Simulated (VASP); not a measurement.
# Cr (Im-3m) in VASP: a series of runs, part 2 of 2

VASP 6.6.1.

### Step 5. Relaxation of cell and atoms, LDA, collinear spin, ferromagnetic start

This run uses another cell than the first one, of 10.84 Å³/atom, 1.111 times its volume.

The input, INCAR:

```
SYSTEM = Cr
PREC = Accurate
ENCUT = 600
EDIFF = 1E-6
ISMEAR = -1
SIGMA = 0.1
LREAL = .FALSE.
LASPH = .TRUE.
NELM = 150
ALGO = Normal
ISIF = 3
LWAVE = .FALSE.
LCHARG = .FALSE.
ISPIN = 2
MAGMOM = 2
LORBIT = 11
LMAXMIX = 4
IBRION = 2
NSW = 60
EDIFFG = -0.005
```

The input, KPOINTS:

```
regular mesh
0
G
  21 21 21
  0 0 0
```

The input, POSCAR:

```
Cr
1.0
   -1.3942793776      1.3942793776      1.3942793776
    1.3942793776     -1.3942793776      1.3942793776
    1.3942793776      1.3942793776     -1.3942793776
Cr
1
Direct
    0.0000000000      0.0000000000      0.0000000000
```

Potentials or basis: VASP PAW LDA potentials, release 64 (Cr_pv).

Run with:

```
cat potpaw_LDA.64/Cr_pv/POTCAR > POTCAR
mpirun -np 1 vasp_std > vasp.out
```

OUTCAR:

```text
SYSTEM = Cr
   PREC = Accurate
   ENCUT = 600
   EDIFF = 1E-6
   ISMEAR = -1
   LREAL = .FALSE.
   LASPH = .TRUE.
   NELM = 150
   ISIF = 3
   ISPIN = 2
   LORBIT = 11
   IBRION = 2
   NSW = 60
   EDIFFG = -0.005

 ion  position               nearest neighbor table
   1  0.000  0.000  0.000-

  LATTYP: Found a body centered cubic cell.
 ALAT       =     2.7885587552

  Lattice vectors:

 A1 = (  -1.3942793776,   1.3942793776,   1.3942793776)
 A2 = (   1.3942793776,  -1.3942793776,   1.3942793776)
 A3 = (   1.3942793776,   1.3942793776,  -1.3942793776)

Analysis of symmetry for initial positions (statically):
=====================================================================
 Subroutine PRICEL returns:
 Original cell was already a primitive cell.

 Routine SETGRP: Setting up the symmetry group for a
 body centered cubic supercell.

 Subroutine GETGRP returns: Found 48 space group operations
 (whereof 48 operations were pure point group operations)
 out of a pool of 48 trial point group operations.

The static configuration has the point symmetry O_h .

Analysis of symmetry for dynamics (positions and initial velocities):
=====================================================================
 Subroutine PRICEL returns:
 Original cell was already a primitive cell.

 Routine SETGRP: Setting up the symmetry group for a
 body centered cubic supercell.

 Subroutine GETGRP returns: Found 48 space group operations
 (whereof 48 operations were pure point group operations)
 out of a pool of 48 trial point group operations.

The dynamic configuration has the point symmetry O_h .

Analysis of structural, dynamic, and magnetic symmetry:
=====================================================================
 Subroutine PRICEL returns:
 Original cell was already a primitive cell.

 Routine SETGRP: Setting up the symmetry group for a
 body centered cubic supercell.

 Subroutine GETGRP returns: Found 48 space group operations
 (whereof 48 operations were pure point group operations)
 out of a pool of 48 trial point group operations.

The overall configuration has the point symmetry O_h .

 Subroutine INISYM returns: Found 48 space group operations
 (whereof 48 operations are pure point group operations),
 and found     1 'primitive' translations

----------------------------------------------------------------------------------------

                                     Primitive cell

  volume of cell :      10.8420

  direct lattice vectors                    reciprocal lattice vectors
    -1.394279378  1.394279378  1.394279378     0.000000000  0.358608187  0.358608187
     1.394279378 -1.394279378  1.394279378     0.358608187  0.000000000  0.358608187
     1.394279378  1.394279378 -1.394279378     0.358608187  0.358608187  0.000000000

  length of vectors
     2.414962722  2.414962722  2.414962722     0.507148562  0.507148562  0.507148562

  position of ions in fractional coordinates (direct lattice)
     0.000000000  0.000000000  0.000000000

  ion indices of the primitive-cell ions
   primitive index   ion index
                 1           1

----------------------------------------------------------------------------------------

 KPOINTS: regular mesh

Automatic generation of k-mesh.
 Grid dimensions read from file:
 generate k-points for:   21   21   21

 Generating k-lattice:

  Cartesian coordinates                     Fractional coordinates (reciprocal lattice)
     0.000000000  0.017076580  0.017076580     0.047619048  0.000000000  0.000000000
[... 55 lines left out ...]
   LSORBIT =      F    spin-orbit coupling
   LASPH  =      T    aspherical Exc in radial PAW
   ENCUT  =  600.0 eV  44.10 Ry    6.64 a.u.   4.82  4.82  4.82*2*pi/ulx,y,z
   NELM   =    150;   NELMIN=  2; NELMDL= -5     # of ELM steps
   EDIFF  = 0.1E-05   stopping-criterion for ELM
   LREAL  =      F    real-space projection
   EDIFFG = -.5E-02   stopping-criterion for IOM
   NSW    =     60    number of steps for IOM
   IBRION =      2    ionic relax: 0-MD 1-quasi-New 2-CG
   NFREE  =      1    steps in history (QN), initial steepest desc. (CG)
   ISIF   =      3    stress and relaxation
   ISYM   =      2    0-nonsym 1-usesym 2-fastsym
   POTIM  = 0.5000    time-step for ionic-motion
   TEBEG  =    0.0;   TEEND  =   0.0 temperature during run
   PSTRESS=    0.0 pullay stress
   NELECT =      12.0000    total number of electrons
   NUPDOWN=      -1.0000    fix difference up-down
   EMIN   =  10.00;   EMAX   =-10.00  energy-range for DOS
   EFERMI =   0.00;   METHOD = LEGACY
   ISMEAR =    -1;   SIGMA  =   0.10  broadening in eV -4-tet -1-fermi 0-gaus
   EFERMI_NEDOS =   21; number of points for ismear=-14 and -15
   IALGO  =     38    algorithm
   IMIX   =      4    mixing-type and parameters
     AMIX     =   0.40;   BMIX     =  1.00
     AMIX_MAG =   1.60;   BMIX_MAG =  1.00
  volume/ion in A,a.u.               =      10.84        73.17
  Fermi-wavevector in a.u.,A,eV,Ry     =   1.693423  3.200105 39.017173  2.867681
  Thomas-Fermi vector in A             =   2.774832
   LORBIT       =     11    0 simple, 1 ext, 2 COOP (PROOUT), +10 PAW based schemes
   GGA     = CA    functional components
   LHFCALC =     F    Hartree Fock is set to
   AEXX    =    0.0000 exact exchange contribution
   IVDW    =     0    specifies the selected vdW correction
   LEPSILON=     F    determine dielectric tensor
   LRPA    =     F    only Hartree local field effects (RPA)
 conjugate gradient relaxation of ions
 spin polarized calculation
  energy-cutoff  :      600.00
  volume of cell :       10.84
 maximum number of plane-waves:       372
   NGX =  9   NGY =  9   NGZ =  9

--------------------------------------- Ionic step        1  -------------------------------------------

 number of electron      12.0000008 magnetization      -0.0000528

 number of electron      12.0000008 magnetization       0.0000031

 Free energy of the ion-electron system (eV)
  ---------------------------------------------------
  ext. energy  EPLUGINS =         0.00000000
  ---------------------------------------------------
  free energy    TOTEN  =       -10.64018944 eV

  energy without entropy =      -10.61578141  energy(sigma->0) =      -10.62798543

------------------------ aborting loop because EDIFF is reached ----------------------------------------

  FORCE on cell =-STRESS in cart. coord.  units (eV):
  Direction    XX          YY          ZZ          XY          YZ          ZX
  --------------------------------------------------------------------------------------
  -------------------------------------------------------------------------------------
  Total        0.0063671      0.0063671      0.0063671     -0.0000000      0.0000000      0.0000000
  in kB        0.9408917      0.9408917      0.9408917     -0.0000000      0.0000000      0.0000000
  external PRESSURE =       0.9408917 kB  Pullay stress =       0.0000000 kB
[... 61 lines left out ...]
 number of electron      12.0000008 magnetization      -0.0000008

 number of electron      12.0000008 magnetization       0.0000026

 Free energy of the ion-electron system (eV)
  ---------------------------------------------------
  ext. energy  EPLUGINS =         0.00000000
  ---------------------------------------------------
  free energy    TOTEN  =       -10.64019038 eV

  energy without entropy =      -10.61577586  energy(sigma->0) =      -10.62798312

 E-fermi :  11.7388     XC(G=0): -14.3749

 val. band max:       11.7209143510   @ k =  -0.2857   0.3333   0.2381
 cond. band min:      11.7529134032   @ k =  -0.3333   0.3333   0.2381
 fundamental gap:      0.0319990522
 Fermi energy:        11.7387769167

 spin component 1

 k-point     1 :       0.0000    0.0000    0.0000
  band No.  band energies     occupation
      1     -30.5157      1.00000
      2     -30.5157      1.00000
      3     -30.5157      1.00000
      4       3.7224      1.00000
      5      10.7216      0.99996
      6      10.7216      0.99996
      7      10.7216      0.99996
      8      12.9001      0.00001
      9      12.9001      0.00001
     10      17.1158      0.00000
     11      34.5442      0.00000
[... 310 lines left out ...]
  band No.  band energies     occupation
      1     -31.0977      1.00000
      2     -30.6845      1.00000
      3     -30.5536      1.00000
      4       6.1983      1.00000
      5       9.8859      1.00000
      6      10.1560      1.00000
      7      12.3933      0.00144
      8      12.7288      0.00005
      9      13.1469      0.00000
     10      17.1156      0.00000
     11      29.8875      0.00000

 [... further k-points ...]

 spin component 2

 k-point     1 :       0.0000    0.0000    0.0000
  band No.  band energies     occupation
      1     -30.5157      1.00000
      2     -30.5157      1.00000
      3     -30.5157      1.00000
      4       3.7224      1.00000
      5      10.7216      0.99996
      6      10.7216      0.99996
      7      10.7216      0.99996
      8      12.9001      0.00001
      9      12.9001      0.00001
     10      17.1158      0.00000
     11      34.5442      0.00000
[... 350 lines left out ...]
  FREE ENERGIE OF THE ION-ELECTRON SYSTEM (eV)
  ---------------------------------------------------
  free  energy   TOTEN  =       -10.6401903791 eV

  energy  without entropy=      -10.6157758646  energy(sigma->0) =      -10.62798312

 reached required accuracy - stopping structural energy minimisation

 total charge

# of ion       s       p       d       tot
------------------------------------------
    1        0.448   6.439   4.317  11.205

 magnetization (x)

# of ion       s       p       d       tot
------------------------------------------
    1       -0.000   0.000  -0.000  -0.000
```

CONTCAR:

```text
Cr
   1.00000000000000
    -1.3944218799125263    1.3944218799125263    1.3944218799125263
     1.3944218799125263   -1.3944218799125263    1.3944218799125263
     1.3944218799125263    1.3944218799125263   -1.3944218799125263
  Cr
     1
Direct
     0.0000000000000000    0.0000000000000000    0.0000000000000000

  0.00000000E+00  0.00000000E+00  0.00000000E+00
```

Wall time 58 s (1 thread of Intel Xeon 6975P-C (Granite Rapids), shared host); peak memory 0.18 GiB.

Results:

| Property | Result |
| --- | --- |
| Free energy | -10.6402 eV |
| Relaxed volume | 10.85 Å³/atom |
| Relaxed cell | a = 2.415 Å, b = 2.415 Å, c = 2.415 Å, α = 109.47°, β = 109.47°, γ = 109.47° |
| Space group after relaxing (to 0.05 Å) | Im-3m (No. 229) |
| Energy gained by relaxing | 0.0 meV/atom |
| Ionic steps | 3 |
| Pressure after relaxing | 0.0 GPa |
| Band gap on the k mesh | zero (filled and empty bands overlap) |
| Net moment | 0.00 μB per cell |
| Valence electrons inside the program's atomic spheres | Cr 11.21 |

Final structure:
```
Cr
1.0
    -1.39442    1.39442    1.39442
     1.39442   -1.39442    1.39442
     1.39442    1.39442   -1.39442
Cr
1
Direct
  0.00000 0.00000 0.00000
```

Levels at points of the mesh, in eV from the Fermi level:
Spin up:
| k point | band 3 | band 4 | band 5 | band 6 | band 7 | band 8 | band 9 | band 10 |
| --- | --- | --- | --- | --- | --- | --- | --- | --- |
| (0.00, 0.00, 0.00) | -42.25 | -8.02 | -1.02 | -1.02 | -1.02 | 1.16 | 1.16 | 5.38 |
Spin down:
| k point | band 4 | band 5 | band 6 | band 7 | band 8 | band 9 |
| --- | --- | --- | --- | --- | --- | --- |
| (0.00, 0.00, 0.00) | -8.02 | -1.02 | -1.02 | -1.02 | 1.16 | 1.16 |

Caveat: the starting moments collapsed, and a magnetic state may lie lower.
